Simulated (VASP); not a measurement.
Crystal: Ga2O3.

```
CELL_PARAMETERS angstrom
2.49973 1.44322 4.50032
-2.49973 1.44322 4.50032
0.00000 -2.88643 4.50032
ATOMIC_POSITIONS crystal
Ga 0.35596 0.35596 0.35596
Ga 0.14404 0.14404 0.14404
Ga 0.64404 0.64404 0.64404
Ga 0.85596 0.85596 0.85596
O 0.55260 0.94740 0.25000
O 0.25000 0.55260 0.94740
O 0.94740 0.25000 0.55260
O 0.44740 0.05260 0.75000
O 0.75000 0.44740 0.05260
O 0.05260 0.75000 0.44740
```

```yaml
Program: VASP 6.6.1
Task: relaxation of cell and atoms
Functional: PBE
Potentials_or_basis: VASP PAW PBE potentials, release 64 (Ga_d, O)
Cutoff: 600 eV
k_mesh: 6 × 6 × 6
Occupations: gaussian, width 0.02 eV
Spin: no spin polarisation
```

At the start: pressure 7.7 GPa; volume 9.74 Å³/atom.

Where does the relaxation end?

Over 8 steps the energy falls by 8.4 meV/atom and the volume is 10.10 Å³/atom (+3.6 %); space group R-3c (No. 167, to 0.1 Å) before and after.

The path:
```tsv
step	energy change (eV)	largest force (eV/Å)	pressure (GPa)	volume (Å³)
1	0.0000	0.0448	7.70	97.41
2	-0.0231	0.0050	-5.77	104.17
3	-0.0835	0.0193	-0.06	100.97
4	-0.0834	0.0198	0.17	100.90
5	-0.0835	0.0060	0.11	100.90
6	-0.0835	0.0031	0.10	100.89
7	-0.0835	0.0021	-0.10	100.99
8	-0.0835	0.0014	0.01	100.95
```

Final structure:
```
Ga O
1.0
     2.53218    1.46196    4.54493
    -2.53218    1.46196    4.54493
     0.00000   -2.92391    4.54493
Ga O
4 6
Direct
  0.35595 0.35595 0.35595
  0.14405 0.14405 0.14405
  0.64405 0.64405 0.64405
  0.85595 0.85595 0.85595
  0.55306 0.94694 0.25000
  0.25000 0.55306 0.94694
  0.94694 0.25000 0.55306
  0.44694 0.05306 0.75000
  0.75000 0.44694 0.05306
  0.05306 0.75000 0.44694
```
